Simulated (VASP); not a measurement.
A run of VASP 6.6.1 is set up as follows.

POSCAR

```
ScSi2
1.0
    4.1712396011      0.0000000000      0.0000000000
   -2.0856198005      3.6123994598      0.0000000000
    0.0000000000      0.0000000000      3.8097921680
Sc Si
1 2
Direct
    0.0000000000      0.0000000000      0.0000000000
    0.6666666667      0.3333333333      0.5000000000
    0.3333333333      0.6666666667      0.5000000000
```

The input INCAR.step1:

```
SYSTEM = ScSi2
  PREC = Accurate
  ENCUT = 520
  ISMEAR = -1
  SIGMA = 0.05
  LREAL = .False.
  LASPH = .True.
  NELM = 150
  LMAXMIX = 4
  LDAU = .True.
  LDAUTYPE = 2
  LDAUL = 2 -1
  LDAUU = 8 0
  LDAUJ = 0 0
  NBANDS = 16
  GGA = PE
  ALGO = Normal
  EDIFF = 1E-4
  LWAVE = .True.
  LCHARG = .False.
```

INCAR.step2

```
SYSTEM = ScSi2
  PREC = Accurate
  ENCUT = 520
  EDIFF = 1E-6
  ISMEAR = -1
  SIGMA = 0.05
  LREAL = .False.
  LASPH = .True.
  NELM = 150
  ALGO = Normal
  ISIF = 2
  LWAVE = .False.
  LCHARG = .False.
  LMAXMIX = 4
  LDAU = .True.
  LDAUTYPE = 2
  LDAUL = 2 -1
  LDAUU = 8 0
  LDAUJ = 0 0
  LDAUPRINT = 1
  METAGGA = R2SCAN
  LMIXTAU = .True.
  NBANDS = 16
  ISTART = 1
```

The input KPOINTS:

```
Automatic mesh
0
Gamma
  8 8 7
  0 0 0
```

Potentials or basis: VASP PAW PBE potentials, release 64 (Sc_sv, Si).

Run with:

```console
$ cat potpaw_PBE.64/Sc_sv/POTCAR potpaw_PBE.64/Si/POTCAR > POTCAR
$ cp INCAR.step1 INCAR
$ mpirun -np 1 vasp_std > vasp.out
$ cp INCAR.step2 INCAR
$ mpirun -np 1 vasp_std > vasp.out
```

Q: What does it give for the pressure?

A: -2.9 GPa.

Q: What does it give for the band gap on the k mesh?

A: Zero (an odd number of electrons rules out a gap without spin polarisation).

Stress tensor (GPa, compression positive):
```
-3.54  0.00  0.00
 0.00 -3.54  0.00
 0.00  0.00 -1.68
```

Caveat: the PAW data sets were made with another functional, which shifts forces and pressure a little; an odd number of electrons without spin polarisation forces a metal; a magnetic or distorted state may lie lower; U without spin polarisation on a metal has little footing; the U is typed as a test and isn't derived for this compound.
